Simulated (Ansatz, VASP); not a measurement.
Ru: VASP beside Ansatz

INCAR

```
  ALGO = Fast
  EDIFF = 1E-7
  ENCUT = 520
  GGA = PS
  ISIF = 2
  ISMEAR = 0
  LASPH = True
  LCHARG = False
  LREAL = False
  LWAVE = False
  NBANDS = 21
  NELM = 60
  PREC = Accurate
  SIGMA = 0.15
```

The input KPOINTS:

```
k-points
0
Gamma
  24 24 12
```

File POSCAR:

```
Ru
1.0
    2.5028643842      0.0000000000      0.0000000000
   -1.2514321921      2.5190377831      0.0000000000
    0.0000000000      0.0000000000      4.2819000000
Ru
2
Direct
    0.3333333333      0.6666666667      0.2500000000
    0.6666666667      0.3333333333      0.7500000000
```

Input for Ansatz:

```yaml
crystal:
  lattice:
    - [2.5028643842, 0.0, 0.0]
    - [-1.2514321921, 2.5190377831, 0.0]
    - [0.0, 0.0, 4.2819]
  atoms:
    - { symbol: Ru, position: [0.3333333333, 0.6666666667, 0.25] }
    - { symbol: Ru, position: [0.6666666667, 0.3333333333, 0.75] }
basis:
  ecutwfc: 420
kpoints:
  mp_grid: { grid: [24, 24, 12] }
hamiltonian:
  xc: pbesol
scf:
  occupations: { method: gaussian, width: 0.15 }
output:
  forces: true
  stress: true
  eigenvalues: true
```

Change from the starting cell: strain -0.0750 x Voigt [1, -1, 0, 0, 0, 0], atoms carried along.

Alike in both runs: task single point; functional PBEsol; k mesh 24 × 24 × 12; occupations gaussian, width 0.15 eV; no spin polarisation.

```csv
,VASP,Ansatz
version,VASP 6.6.1,Ansatz 0.2.0
potentials or method,"VASP PAW PBE potentials, release 64 (Ru_pv), cutoff 520 eV","scalar-relativistic, plane waves, PAW"
valence electrons in the cell,28,32
```

Ansatz gave:

```
gap on the k mesh at the Fermi level (eV)                     : none
pressure (GPa)                                                : 1.6
traceless stress, the component that is largest in VASP (GPa) : 37.29
rms of the force components (eV/Å)                            : 0.188
```

Task: Estimate VASP's values.

Result: gap on the k mesh at the Fermi level (eV): none; pressure (GPa): 1.6; traceless stress, the component that is largest in VASP (GPa): 37.35; rms of the force components (eV/Å): 0.189.

VASP's potentials were made for PBE, not for PBEsol. Atom by atom the forces differ by 0.001 eV/Å (rms over components). A gap of «none» marks a metal or a gap that the smearing closes. VASP's potentials hold 28 valence electrons a cell and Ansatz's 32, so a difference there can come from the potentials and not from the codes.
